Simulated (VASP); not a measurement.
Here is a VASP 6.6.1 calculation.

The input INCAR:

```
PREC = Accurate
ENCUT = 520
EDIFF = 1E-6
ISMEAR = -1
SIGMA = 0.3447
LREAL = Auto
LASPH = True
NELM = 120
ALGO = Normal
ISIF = 2
LWAVE = False
LCHARG = False
GGA = PE
ISYM = -1
NBANDS = 58
GGA_COMPAT = False
```

The input KPOINTS:

```
explicit points
1
Reciprocal
  0.25000000   0.25000000   0.25000000 1
```

The input POSCAR:

```
Ta3Si5C5N3
1.0
    5.5208870000     -0.3069000000      0.1387320000
   -0.3069000000      5.9781400000     -0.0034560000
    0.1387320000     -0.0034560000      5.8739650000
Si C Ta N
5 5 3 3
Direct
    0.7638966547      0.5462022279      0.0878193459
    1.0093406486      0.3581864867      0.6849880865
    0.2553677588      0.4348390795      0.3219125623
    0.2986960978      0.1414708988      0.8043999609
    0.3749535750      0.8322522545      0.1976969908
    0.4118553823      0.9641844306      0.5434303236
    0.1001839127      0.1822375487      1.1588937112
    0.9782373182      0.6743251899      0.6329160368
    0.0482098863      0.7302479077      0.2403392739
    0.6094062538      0.1342805883      0.6170072388
    0.5922254570      0.4854738221      0.6520491994
    0.0473228408      0.0128049783      0.4550268961
    0.7827782960      0.0891844260      0.9332539133
    0.4433583039      0.7275484749      0.4725047601
    0.4861052829      0.6854020343      0.9579300168
   -0.0183341123      0.8511596015      0.8017937008
```

Potentials or basis: VASP PAW PBE potentials, release 64 (Si, C, Ta_pv, N).

The run is started by

```console
$ cat potpaw_PBE.64/Si/POTCAR potpaw_PBE.64/C/POTCAR potpaw_PBE.64/Ta_pv/POTCAR potpaw_PBE.64/N/POTCAR > POTCAR
$ mpirun -np 1 vasp_std > vasp.out
```

Question: What does it give for the pressure?

Answer: 4.0 GPa.

Question: What does it give for the largest force?

Answer: 4.567 eV/Å.

Stress tensor (GPa, compression positive):
```
 4.59 -3.58 -5.56
-3.58  3.06 -6.06
-5.56 -6.06  4.25
```

Caveat: the atoms stand as in a frame of molecular dynamics.
